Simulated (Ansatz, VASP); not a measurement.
## P: VASP beside Ansatz

```
P
1.0
     0.00000    2.64941    2.64941
     2.64941    0.00000    2.64941
     2.64941    2.64941    0.00000
P
2
Cartesian
  -0.6624 -0.6624 -0.6624
  0.6624 0.6624 0.6624
```

Change from the starting cell: volume scaled by 0.9, LAPW.

Alike in both runs: task single point; functional PBE; k mesh 12 × 12 × 12; occupations fermi-dirac, width 0.1 eV; no spin polarisation.

|  | VASP | Ansatz |
| --- | --- | --- |
| version | VASP 6.6.1 | Ansatz 0.2.0 |
| potentials or method | VASP PAW PBE potentials, release 64 (P), cutoff 520 eV | all-electron LAPW, scalar-relativistic |

Ansatz gave:

| Quantity | Value |
| --- | --- |
| pressure (GPa) | 5.6 |

Q: What did VASP give for the same quantities?

A: Pressure (GPa): 5.4.

Ansatz ran all-electron here, and VASP with PAW potentials.
